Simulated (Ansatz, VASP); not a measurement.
**Yb: VASP beside Ansatz**

INCAR

```
  ALGO = Normal
  EDIFF = 1E-6
  ENCUT = 520
  GGA = PE
  ISIF = 2
  ISMEAR = -1
  LASPH = T
  LCHARG = T
  LELF = T
  LREAL = F
  LVHAR = T
  LWAVE = F
  NBANDS = 18
  NELM = 60
  PREC = Accurate
  SIGMA = 0.05
```

KPOINTS

```
k-points
0
Gamma
  10 10 10
```

POSCAR

```
Yb
1.0
    3.3648210942      0.0000000000      0.0000000000
    0.0000000000      3.3648210942      0.0000000000
    0.0000000000      0.0000000000      3.3648210942
Yb
1
Direct
    0.0000000000      0.0000000000      0.0000000000
```

Input for Ansatz:

```yaml
crystal:
  lattice:
    - [3.3648210942, 0.0, 0.0]
    - [0.0, 3.3648210942, 0.0]
    - [0.0, 0.0, 3.3648210942]
  atoms:
    - { symbol: Yb, position: [0.0, 0.0, 0.0] }
kpoints:
  mp_grid: { grid: [10, 10, 10] }
scf:
  occupations: { method: fermi_dirac, width: 0.05 }
hamiltonian:
  xc: pbe
  pseudopotentials: { kind: all_electron, lapw: { basis_error: 0.00025 } }
output:
  forces: true
  stress: true
  eigenvalues: true
```

Change from the starting cell: volume scaled by 0.98.

Alike in both runs: task single point; functional PBE; k mesh 10 × 10 × 10; occupations fermi-dirac, width 0.05 eV; no spin polarisation.

|  | VASP | Ansatz |
| --- | --- | --- |
| version | VASP 6.6.1 | Ansatz 0.2.0 |
| potentials or method | VASP PAW PBE potentials, release 64 (Yb), cutoff 520 eV | all-electron LAPW, scalar-relativistic |

```csv
,VASP,Ansatz,Ansatz less VASP
pressure (GPa),0.1,0.2,+0.13
```

Ansatz ran all-electron here, and VASP with PAW potentials.

Neither program's run includes spin-orbit coupling.
